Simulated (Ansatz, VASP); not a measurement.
## Ga2BSb3: VASP beside Ansatz

```
Ga B Sb
1.0
     5.10684    0.00000    0.00000
    -2.55342    4.42266    0.00000
     0.00000    0.00000    6.00865
Ga B Sb
2 1 3
Direct
  0.66667 0.33333 0.23548
  0.66667 0.33333 0.76452
  0.00000 0.00000 0.00000
  0.00000 0.00000 0.50000
  0.33333 0.66667 0.00000
  0.33333 0.66667 0.50000
```

Change from the starting cell: species swapped into the La2Al3Ge type (P-6m2, No. 187).

Alike in both runs: functional PBE; k mesh 6 × 6 × 4; occupations gaussian, width 0.1 eV; no spin polarisation.

Ansatz relaxed the structure, and its values are those at the end. VASP's run is a single point on that final structure, the one shown.

|  | VASP | Ansatz |
| --- | --- | --- |
| version | VASP 6.6.1 | Ansatz 0.2.0 |
| potentials or method | VASP PAW PBE potentials, release 64 (Ga_d, B, Sb), cutoff 520 eV | scalar-relativistic, plane waves, PAW |
| valence electrons in the cell | 44 | 74 |

Ansatz gave:

- gap on the k mesh at the Fermi level (eV): none
- pressure (GPa): 0.0

**Question.** Estimate VASP's values.

**Answer.** gap on the k mesh at the Fermi level (eV): none; pressure (GPa): -0.1.

A gap of «none» marks a metal or a gap that the smearing closes. VASP's potentials hold 44 valence electrons a cell and Ansatz's 74, so a difference there can come from the potentials and not from the codes.

Spin-orbit coupling is off throughout.
